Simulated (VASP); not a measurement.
# AlRu (Pm-3m) in VASP: notebook, part 2 of 2

VASP 6.6.1. The steps go on from the part before.

### Step 4. Single point, PBEsol

This run uses another cell than the first one, of 11.22 Å³/atom.

INCAR reads:

```
  PREC = Accurate
  ENCUT = 520
  EDIFF = 1E-7
  ISMEAR = 0
  SIGMA = 0.1
  LREAL = False
  LASPH = True
  NELM = 60
  ALGO = Normal
  ISIF = 2
  LWAVE = False
  LCHARG = True
  GGA = PS
  LELF = True
  LVHAR = True
  NBANDS = 16
```

KPOINTS reads:

```
Automatic mesh
0
Gamma
  14 14 14
```

POSCAR reads:

```
AlRu
1.0
    2.8209604039      0.0000000000      0.0000000000
    0.0000000000      2.8209604039      0.0000000000
    0.0000000000      0.0000000000      2.8209604039
Al Ru
1 1
Direct
    0.0000000000      0.0000000000      0.0000000000
    0.5000000000      0.5000000000      0.5000000000
```

Potentials or basis: VASP PAW PBE potentials, release 64 (Al, Ru_pv).

The run is started by

```bash
$ cat potpaw_PBE.64/Al/POTCAR potpaw_PBE.64/Ru_pv/POTCAR > POTCAR
$ mpirun -np 1 vasp_std > vasp.out
```

OUTCAR:

```text
PREC = Accurate
   ENCUT = 520
   EDIFF = 1E-7
   ISMEAR = 0
   LREAL = False
   LASPH = True
   NELM = 60
   ISIF = 2
   GGA = PS

 ion  position               nearest neighbor table
   1  0.000  0.000  0.000-   2 2.44   2 2.44   2 2.44   2 2.44   2 2.44   2 2.44   2 2.44   2 2.44

   2  0.500  0.500  0.500-   1 2.44   1 2.44   1 2.44   1 2.44   1 2.44   1 2.44   1 2.44   1 2.44

  LATTYP: Found a simple cubic cell.
 ALAT       =     2.8209604039

  Lattice vectors:

 A1 = (   2.8209604039,   0.0000000000,   0.0000000000)
 A2 = (   0.0000000000,   2.8209604039,   0.0000000000)
 A3 = (   0.0000000000,   0.0000000000,   2.8209604039)

Analysis of symmetry for initial positions (statically):
=====================================================================
 Subroutine PRICEL returns:
 Original cell was already a primitive cell.

 Routine SETGRP: Setting up the symmetry group for a
 simple cubic supercell.

 Subroutine GETGRP returns: Found 48 space group operations
 (whereof 48 operations were pure point group operations)
 out of a pool of 48 trial point group operations.

The static configuration has the point symmetry O_h .
[... 161 lines left out ...]

 E-fermi :  13.2979     XC(G=0): -13.6224

 val. band max:       13.2787775315   @ k =   0.4286   0.3571   0.1429
 cond. band min:      13.3036511099   @ k =   0.1429   0.0714   0.0714
 fundamental gap:      0.0248735784
 Fermi energy:        13.2978587318

 k-point     1 :       0.0000    0.0000    0.0000
  band No.  band energies     occupation
      1     -28.4711      2.00000
      2     -28.4711      2.00000
      3     -28.4711      2.00000
      4       2.5469      2.00000
      5       8.6183      2.00000
      6       8.6183      2.00000
[... 433 lines left out ...]
      3     -28.4289      2.00000
      4       5.7557      2.00000
      5       8.5640      2.00000
      6      10.0566      2.00000
[... 8 lines left out ...]
     15      27.7948      0.00000
     16      29.1593      0.00000

 [... further k-points ...]

------------------------ aborting loop because EDIFF is reached ----------------------------------------

  FORCE on cell =-STRESS in cart. coord.  units (eV):
  Direction    XX          YY          ZZ          XY          YZ          ZX
  --------------------------------------------------------------------------------------
  -------------------------------------------------------------------------------------
  Total        7.0577410      7.0577410      7.0577410      0.0000000     -0.0000000      0.0000000
  in kB      503.7155183    503.7155183    503.7155183      0.0000000     -0.0000000      0.0000000
  external PRESSURE =     503.7155183 kB  Pullay stress =       0.0000000 kB

 VOLUME and BASIS-vectors are now :
 -----------------------------------------------------------------------------
  energy-cutoff  :      520.00
  volume of cell :       22.45
      direct lattice vectors                 reciprocal lattice vectors
     2.820960404  0.000000000  0.000000000     0.354489201  0.000000000  0.000000000
     0.000000000  2.820960404  0.000000000     0.000000000  0.354489201  0.000000000
     0.000000000  0.000000000  2.820960404     0.000000000  0.000000000  0.354489201

 POSITION                                       TOTAL-FORCE (eV/Angst)
 -----------------------------------------------------------------------------------
      0.00000      0.00000      0.00000         0.000000      0.000000      0.000000
      1.41048      1.41048      1.41048         0.000000      0.000000      0.000000
 -----------------------------------------------------------------------------------
    total drift:                                0.000000     -0.000000     -0.000000

  FREE ENERGIE OF THE ION-ELECTRON SYSTEM (eV)
  ---------------------------------------------------
  free  energy   TOTEN  =       -14.9818222322 eV

  energy  without entropy=      -14.9744985493  energy(sigma->0) =      -14.97816039
```

OSZICAR:

```text
N       E                     dE             d eps       ncg     rms          rms(c)
DAV:   1     0.121433139654E+03    0.12143E+03   -0.91825E+03  3936   0.101E+03
DAV:   2    -0.138589486397E+02   -0.13529E+03   -0.12917E+03  4488   0.307E+02
DAV:   3    -0.157844143657E+02   -0.19255E+01   -0.19191E+01  5224   0.381E+01
DAV:   4    -0.157964061136E+02   -0.11992E-01   -0.11987E-01  4440   0.321E+00
DAV:   5    -0.157965505993E+02   -0.14449E-03   -0.14448E-03  4584   0.344E-01    0.193E+01
DAV:   6    -0.150486592857E+02    0.74789E+00   -0.22397E+00  4080   0.170E+01    0.366E+00
DAV:   7    -0.149999569975E+02    0.48702E-01   -0.10758E-01  4048   0.384E+00    0.326E+00
DAV:   8    -0.149819365132E+02    0.18020E-01   -0.11699E-02  4576   0.803E-01    0.275E-01
DAV:   9    -0.149818303643E+02    0.10615E-03   -0.27418E-04  4624   0.149E-01    0.163E-01
DAV:  10    -0.149818227014E+02    0.76629E-05   -0.17611E-05  4584   0.428E-02    0.161E-02
DAV:  11    -0.149818224151E+02    0.28632E-06   -0.28606E-07  4664   0.464E-03    0.699E-03
DAV:  12    -0.149818222300E+02    0.18508E-06   -0.88587E-09  2904   0.103E-03    0.503E-04
DAV:  13    -0.149818222322E+02   -0.21323E-08   -0.10884E-09  2328   0.352E-04
   1 F= -.14981822E+02 E0= -.14978160E+02  d E =-.732368E-02
```

It took 50 s on 1 thread of Intel Xeon 8259CL, shared host; peak memory 0.17 GiB.

Results:

```yaml
Free_energy: -14.9818 eV
Pressure: 50.4 GPa
Band_gap_on_the_k_mesh: zero (an odd number of electrons rules out a gap without spin polarisation)
```

Levels at points of the mesh, in eV from the Fermi level:
```csv
k point,band 7,band 8,band 9,band 10,band 11,band 12
"(0.00, 0.00, 0.00)",0.25,0.25,0.25,6.99,6.99,6.99
"(0.50, 0.00, 0.00)",-2.03,-2.03,0.60,3.03,7.24,11.92
"(0.50, 0.50, 0.00)",-1.56,-1.45,-1.45,2.02,6.57,8.26
"(0.50, 0.50, 0.50)",2.15,2.15,3.71,4.60,4.60,4.60
```

Caveat: the cell stands under pressure; the PAW data sets were made with another functional, which shifts forces and pressure a little.

### Step 5. Single point, PBEsol

This run uses another cell than the first one, of 12.01 Å³/atom.

INCAR reads:

```
SYSTEM = AlRu
PREC = Accurate
ENCUT = 520
EDIFF = 1E-6
ISMEAR = 0
SIGMA = 0.1
LREAL = .FALSE.
LASPH = .TRUE.
NELM = 100
ALGO = Normal
ISIF = 2
LWAVE = .FALSE.
LCHARG = .FALSE.
GGA = PS
NBANDS = 16
```

KPOINTS reads:

```
regular mesh
0
G
  14 14 14
  0 0 0
```

POSCAR reads:

```
AlRu
1.0
    2.8853917355      0.0000000000      0.0000000000
    0.0000000000      2.8853917355      0.0000000000
    0.0000000000      0.0000000000      2.8853917355
Al Ru
1 1
Direct
    0.0000000000      0.0000000000      0.0000000000
    0.5000000000      0.5000000000      0.5000000000
```

The run is started by

```bash
$ cat potpaw_PBE.64/Al/POTCAR potpaw_PBE.64/Ru_pv/POTCAR > POTCAR
$ mpirun -np 1 vasp_std > vasp.out
```

Wall time 40 s (1 thread of Intel Xeon 8259CL, shared host); peak memory 0.18 GiB.

It converged, with:

```yaml
Free_energy: -15.3472 eV
Pressure: 25.2 GPa
Band_gap_on_the_k_mesh: zero (an odd number of electrons rules out a gap without spin polarisation)
```

Levels at points of the mesh, in eV from the Fermi level:
```
           k point  band 6  band 7  band 8  band 9  band 10  band 11  band 12  band 13
(0.00, 0.00, 0.00)   -4.23    0.23    0.23    0.23     6.62     6.62     6.62    11.65
(0.50, 0.00, 0.00)   -3.29   -1.85   -1.85    0.54     2.72     7.35    11.57    11.57
(0.50, 0.50, 0.00)   -1.43   -1.43   -1.39   -1.39     1.82     6.04     7.46    11.48
(0.50, 0.50, 0.50)   -5.28    1.94    1.94    3.28     4.39     4.39     4.39     9.65
```

Caveat: the cell stands under pressure; the PAW data sets were made with another functional, which shifts forces and pressure a little.

### Step 6. Summary

| task | cell | k mesh | cutoff (eV) | gap on the mesh (eV) | pressure (GPa) |
| --- | --- | --- | --- | --- | --- |
| relaxation of cell and atoms | relaxed to -1 GPa from a = 2.986 Å, 2 atoms | 14 × 14 × 14 | 600 | none | -1.0 |
| relaxation of cell and atoms | relaxed to 90 GPa from a = 2.747 Å, 2 atoms | 16 × 16 × 16 | 600 | none | 90.0 |
| single point | a = 2.821 Å, 2 atoms | 14 × 14 × 14 | 520 | none | 50.4 |
| single point | a = 2.885 Å, 2 atoms | 14 × 14 × 14 | 520 | none | 25.2 |

Alike in all rows: level PBEsol; potentials or basis VASP PAW PBE potentials, release 64 (Al, Ru_pv); no spin polarisation; smearing gaussian 0.1 eV.

Caveats: the PAW data sets were made with another functional, which shifts forces and pressure a little; the cell is relaxed towards a set pressure, so the run minimises the enthalpy, not the energy (at least some runs); the cell stands under pressure (at least some runs).

Total energies depend on the potentials used, so only differences within one code and one set of settings carry meaning.
